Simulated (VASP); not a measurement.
Write the native input for VASP 6.6.1 that does the following.

| Property | Result |
| --- | --- |
| Task | single point |
| Functional | PBE |
| Potentials or basis | VASP PAW PBE potentials, release 64 (Pt) |
| Cutoff | 520 eV |
| k mesh | 20 × 20 × 20 |
| Occupations | gaussian, width 0.15 eV |
| Spin | no spin polarisation |
| Dipole correction | no |
| Further INCAR settings | ALGO = Fast; EDIFF = 1e-06; NBANDS = 11 |

The structure of Pt lies in POSCAR:

```
Pt
1.0
    0.0024473750      1.9579000000      1.9579000000
    1.9579000000      0.0024473750      1.9579000000
    1.9603473750      1.9603473750      0.0000000000
Pt
1
Direct
    0.0000000000      0.0000000000      0.0000000000
```

This cell differs from its parent crystal: strain +0.0025 x Voigt [0, 0, 0, 0, 0, 1].

One way to write it, as run:

INCAR

```
SYSTEM = Pt
ALGO = Fast ; EDIFF = 1E-6
ENCUT = 520 ; GGA = PE
ISIF = 2 ; ISMEAR = 0
LASPH = .TRUE. ; LCHARG = .FALSE.
LREAL = .FALSE. ; LWAVE = .FALSE.
NBANDS = 11 ; NELM = 60
PREC = Accurate ; SIGMA = 0.15
```

KPOINTS

```
k-points
0
G
  20 20 20
  0 0 0
```

Potentials or basis: VASP PAW PBE potentials, release 64 (Pt).

Run with:

```bash
$ cat potpaw_PBE.64/Pt/POTCAR > POTCAR
$ mpirun -np 1 vasp_std > vasp.out
```

Results of the run:

* Pressure: 11.0 GPa
* Band gap on the k mesh: zero (bands 5 and 6 overlap by 2.26 eV)

Caveat: the cell differs from its parent crystal (strain +0.0025 x Voigt [0, 0, 0, 0, 0, 1]); the cell stands under pressure; spin-orbit coupling is left out, which moves the levels of the heavy elements.

Wall time 2.1 min on 1 thread of AMD EPYC 9R45 96-Core Processor (Zen 5) (shared host), peak memory 0.28 GiB.
